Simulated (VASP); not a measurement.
# AgRh2 (P6/mmm) in VASP: notebook, part 2 of 2

VASP 6.6.1. Earlier steps stand in the parts before.

**3. Single point, PBE**

This run uses another cell than the first one, of 14.13 Å³/atom.

File INCAR:

```
SYSTEM = AgRh2
ALGO = Normal
EDIFF = 1E-6
ENCUT = 520
GGA = PE
ISIF = 2
ISMEAR = 0
LASPH = .True.
LCHARG = .False.
LREAL = .False.
LWAVE = .False.
NBANDS = 28
NELM = 100
PREC = Accurate
SIGMA = 0.1
```

File KPOINTS:

```
k-points
0
Gamma
  6 6 6
  0 0 0
```

File POSCAR:

```
AgRh2
1.0
    3.5657950365      0.0000000000      0.0000000000
   -1.7828975183      3.0880690863      0.0000000000
    0.0000000000      0.0000000000      3.8501109198
Ag Rh
1 2
Direct
    0.0000000000      0.0000000000      0.0000000000
    0.3333333333      0.6666666667      0.5000000000
    0.6666666667      0.3333333333      0.5000000000
```

Potentials or basis: VASP PAW PBE potentials, release 64 (Ag, Rh_pv).

The run is started by

```bash
cat potpaw_PBE.64/Ag/POTCAR potpaw_PBE.64/Rh_pv/POTCAR > POTCAR
mpirun -np 1 vasp_std > vasp.out
```

Run time: 18 s. Hardware: 1 thread of Intel Xeon 6975P-C (Granite Rapids), shared host; peak memory 0.17 GiB.

It converged, with:

```yaml
Free_energy: -10.6516 eV
Pressure: 95.5 GPa
Band_gap_on_the_k_mesh: zero (an odd number of electrons rules out a gap without spin polarisation)
```

Stress tensor (GPa, compression positive):
```
131.69   0.00   0.00
  0.00 131.69   0.00
  0.00   0.00  23.00
```

Levels at points of the mesh, in eV from the Fermi level:
```
           k point  band 16  band 17  band 18  band 19  band 20  band 21  band 22  band 23  band 24  band 25
(0.00, 0.00, 0.00)    -4.16    -3.56    -3.55    -3.55    -0.62     0.11     0.11     2.49    10.09    11.66
(0.50, 0.00, 0.00)    -3.93    -2.88    -1.62    -1.17    -0.96     0.32     0.84     2.98     4.48    10.33
(0.00, 0.00, 0.50)    -3.39    -3.03    -3.03    -2.24    -2.24    -1.13    -1.13     0.06    11.26    11.37
(0.50, 0.00, 0.50)    -3.73    -3.21    -1.80    -0.11     0.47     0.55     0.71     1.87     3.83     4.99
```

Caveat: the cell stands under pressure.

**4. Single point, PBE**

This run uses another cell than the first one, of 15.56 Å³/atom.

File INCAR:

```
ALGO     = Fast           # electronic algorithm
EDIFF    = 1E-6           # SCF threshold, eV
ENCUT    = 520            # plane-wave cutoff, eV
GGA      = PE             # functional
ISIF     = 2              # what is computed and relaxed
ISMEAR   = 0              # smearing method
LASPH    = T              # aspherical terms in the spheres
LCHARG   = F              # write CHGCAR
LREAL    = F              # projectors in reciprocal space
LWAVE    = F              # write WAVECAR
NBANDS   = 28             # bands
NELM     = 60             # most SCF steps
PREC     = Accurate       # precision mode
SIGMA    = 0.1            # smearing width, eV
```

File KPOINTS:

```
k-points
0
Gamma
  6 6 6
```

File POSCAR:

```
AgRh2
1.0
    4.4307682249      0.0000000000      0.0000000000
   -2.2153841125      3.8371578411      0.0000000000
    0.0000000000      0.0000000000      2.7462642602
Ag Rh
1 2
Direct
    0.0000000000      0.0000000000      0.0000000000
    0.3333333333      0.6666666667      0.5000000000
    0.6666666667      0.3333333333      0.5000000000
```

The run is started by

```bash
cat potpaw_PBE.64/Ag/POTCAR potpaw_PBE.64/Rh_pv/POTCAR > POTCAR
mpirun -np 1 vasp_std > vasp.out
```

Wall time 19 s (1 thread of Intel Xeon 6975P-C (Granite Rapids), shared host); peak memory 0.17 GiB.

Results (log left out):

- Free energy: -16.2308 eV
- Pressure: 0.0 GPa
- Band gap on the k mesh: zero (an odd number of electrons rules out a gap without spin polarisation)

Levels at points of the mesh, in eV from the Fermi level:
| k point | band 16 | band 17 | band 18 | band 19 | band 20 | band 21 | band 22 | band 23 | band 24 | band 25 |
| --- | --- | --- | --- | --- | --- | --- | --- | --- | --- | --- |
| (0.00, 0.00, 0.00) | -2.84 | -2.39 | -2.39 | -1.22 | -1.22 | 0.36 | 0.36 | 7.06 | 7.06 | 7.16 |
| (0.50, 0.00, 0.00) | -2.86 | -1.71 | -1.04 | -0.95 | -0.09 | 0.27 | 0.33 | 0.60 | 1.07 | 7.41 |
| (0.00, 0.00, 0.50) | -1.80 | -1.75 | -1.75 | -0.51 | -0.51 | 0.37 | 1.49 | 3.02 | 9.32 | 10.14 |
| (0.50, 0.00, 0.50) | -1.89 | -1.63 | -0.74 | -0.54 | -0.06 | 1.03 | 2.78 | 3.06 | 5.71 | 6.49 |

Caveat: the k points lie up to 0.38 Å⁻¹ apart, too coarse for converged energies and pressures of a metal.

**5. Relaxation of cell and atoms, PBE**

This run uses another cell than the first one, of 14.13 Å³/atom.

File INCAR:

```
SYSTEM = AgRh2
PREC = Accurate ; ENCUT = 600
EDIFF = 1E-6 ; ISMEAR = 0
SIGMA = 0.1 ; LREAL = .False.
LASPH = .True. ; NELM = 80
ALGO = Normal ; ISIF = 3
LWAVE = .False. ; LCHARG = .False.
GGA = PE ; IBRION = 2
NSW = 90 ; EDIFFG = -0.04
```

File KPOINTS:

```
regular mesh
0
Gamma
  6 6 4
  0 0 0
```

File POSCAR:

```
AgRh2
1.0
    3.5657950365      0.0000000000      0.0000000000
   -1.7828975183      3.0880690863      0.0000000000
    0.0000000000      0.0000000000      3.8501109198
Ag Rh
1 2
Direct
    0.0000000000      0.0000000000      0.0000000000
    0.3333333333      0.6666666667      0.5000000000
    0.6666666667      0.3333333333      0.5000000000
```

The run is started by

```bash
cat potpaw_PBE.64/Ag/POTCAR potpaw_PBE.64/Rh_pv/POTCAR > POTCAR
mpirun -np 1 vasp_std > vasp.out
```

Run time: 5 min. Hardware: 1 thread of Intel Xeon 6975P-C (Granite Rapids), shared host; peak memory 0.18 GiB.

It converged, with:

```
Free energy                           : -16.4191 eV
Relaxed volume                        : 15.40 Å³/atom
Relaxed cell                          : a = 4.481 Å, b = 4.481 Å, c = 2.657 Å, α = 90.00°, β = 90.00°, γ = 120.00°
Space group after relaxing (to 0.1 Å) : P6/mmm (No. 191)
Pressure after relaxing               : -0.1 GPa
Band gap on the k mesh                : zero (an odd number of electrons rules out a gap without spin polarisation)
```

Stress tensor (GPa, compression positive):
```
-0.08  0.00  0.00
 0.00 -0.08  0.00
 0.00  0.00 -0.22
```

Final structure:
```
Ag Rh
1.0
     4.48069    0.00000    0.00000
    -2.24034    3.88039    0.00000
     0.00000    0.00000    2.65712
Ag Rh
1 2
Cartesian
  0.0000 0.0000 0.0000
  0.0000 2.5869 1.3286
  2.2403 1.2935 1.3286
```

Levels at points of the mesh, in eV from the Fermi level:
```tsv
k point	band 17	band 18	band 19	band 20	band 21	band 22	band 23	band 24
(0.00, 0.00, 0.00)	-2.37	-2.37	-0.86	-0.86	0.53	0.53	6.86	6.86
(0.50, 0.00, 0.00)	-1.71	-0.69	-0.68	0.14	0.26	0.51	0.52	0.90
(0.00, 0.00, 0.50)	-1.87	-1.87	-0.47	-0.47	0.83	1.83	3.62	9.60
(0.50, 0.00, 0.50)	-1.51	-0.68	-0.54	-0.04	1.15	3.01	3.46	6.05
```

Caveat: the k points lie up to 0.59 Å⁻¹ apart in the final cell, too coarse for converged energies and pressures of a metal; a cell axis changed by over 15 % at a fixed basis, so the end point is rough.

**6. Relaxation of cell and atoms, PBE**

File INCAR:

```
PREC = Accurate ; ENCUT = 600
EDIFF = 1E-6 ; ISMEAR = 0
SIGMA = 0.1 ; LREAL = F
LASPH = T ; NELM = 100
ALGO = Normal ; ISIF = 3
LWAVE = F ; LCHARG = F
GGA = PE ; IBRION = 2
NSW = 90 ; EDIFFG = -0.04
```

File KPOINTS:

```
regular mesh
0
Gamma
  6 6 6
```

File POSCAR:

```
AgRh2
1.0
    4.4885204112      0.0000000000      0.0000000000
   -2.2442602056      3.8871727015      0.0000000000
    0.0000000000      0.0000000000      2.6537439183
Ag Rh
1 2
Direct
    0.0000000000      0.0000000000      0.0000000000
    0.3333333333      0.6666666667      0.5000000000
    0.6666666667      0.3333333333      0.5000000000
```

Potentials or basis: VASP PAW PBE potentials, release 64 (Ag, Rh_pv).

The run is started by

```bash
cat potpaw_PBE.64/Ag/POTCAR potpaw_PBE.64/Rh_pv/POTCAR > POTCAR
mpirun -np 1 vasp_std > vasp.out
```

Run time: 73 s. Hardware: 1 thread of Intel Xeon 6975P-C (Granite Rapids), shared host; peak memory 0.2 GiB.

Results (log left out):

- Free energy: -16.2300 eV
- Relaxed volume: 15.56 Å³/atom
- Relaxed cell: a = 4.430 Å, b = 4.430 Å, c = 2.746 Å, α = 90.00°, β = 90.00°, γ = 120.00°
- Space group after relaxing (to 0.1 Å): P6/mmm (No. 191)
- Energy gained by relaxing: 14.8 meV/atom
- Ionic steps: 5
- Pressure after relaxing: 0.0 GPa
- Band gap on the k mesh: zero (an odd number of electrons rules out a gap without spin polarisation)

Stress tensor (GPa, compression positive):
```
 0.00  0.00  0.00
 0.00  0.00  0.00
 0.00  0.00 -0.10
```

Step by step:
| step | energy change (eV) | largest force (eV/Å) | pressure (GPa) | volume (Å³) |
| --- | --- | --- | --- | --- |
| 1 | 0.0000 | 0.0000 | 1.22 | 46.30 |
| 2 | -0.0423 | 0.0000 | -1.54 | 47.06 |
| 3 | -0.0423 | 0.0000 | -1.53 | 47.05 |
| 4 | -0.0403 | 0.0000 | 2.13 | 46.14 |
| 5 | -0.0445 | 0.0000 | -0.03 | 46.67 |

Final structure:
```
Ag Rh
1.0
     4.42979    0.00000    0.00000
    -2.21490    3.83631    0.00000
     0.00000    0.00000    2.74600
Ag Rh
1 2
Cartesian
  -2.2149 3.8363 0.0000
  0.0000 2.5575 1.3730
  2.2149 1.2788 1.3730
```

Levels at points of the mesh, in eV from the Fermi level:
```
           k point  band 17  band 18  band 19  band 20  band 21  band 22  band 23  band 24
(0.00, 0.00, 0.00)    -2.39    -2.39    -1.22    -1.22     0.36     0.36     7.06     7.06
(0.50, 0.00, 0.00)    -1.71    -1.04    -0.96    -0.09     0.27     0.33     0.60     1.07
(0.00, 0.00, 0.50)    -1.75    -1.75    -0.51    -0.51     0.37     1.49     3.02     9.32
(0.50, 0.00, 0.50)    -1.63    -0.74    -0.54    -0.06     1.03     2.78     3.06     5.71
```

Caveat: the k points lie up to 0.38 Å⁻¹ apart in the final cell, too coarse for converged energies and pressures of a metal.

**7. Overview**

```csv
task,cell,k mesh,cutoff (eV),gap on the mesh (eV),pressure (GPa),relaxed volume (Å³/atom)
single point,"a = 4.489, b = 4.489, c = 2.654 Å, angles 90.0, 90.0, 120.0°, 3 atoms",6 × 6 × 4,520,none,-0.2,-
single point,"a = 3.566, b = 3.566, c = 3.850 Å, angles 90.0, 90.0, 120.0°, 3 atoms",6 × 6 × 6,520,none,95.5,-
single point,"a = 4.431, b = 4.431, c = 2.746 Å, angles 90.0, 90.0, 120.0°, 3 atoms",6 × 6 × 6,520,none,0.0,-
relaxation of cell and atoms,"relaxed from a = 3.566, b = 3.566, c = 3.850 Å, angles 90.0, 90.0, 120.0°, 3 atoms",6 × 6 × 4,600,none,-0.1,15.40
relaxation of cell and atoms,"relaxed from a = 4.489, b = 4.489, c = 2.654 Å, angles 90.0, 90.0, 120.0°, 3 atoms",6 × 6 × 6,600,none,0.0,15.56
```

Alike in all rows: level PBE; potentials or basis VASP PAW PBE potentials, release 64 (Ag, Rh_pv); no spin polarisation; smearing gaussian 0.1 eV.

Caveats: some runs use coarse meshes; the cell stands under pressure (at least some runs); a cell axis changed by over 15 % at a fixed basis, so the end point is rough (at least some runs).

Absolute energies hang on the potentials; compare differences alone.
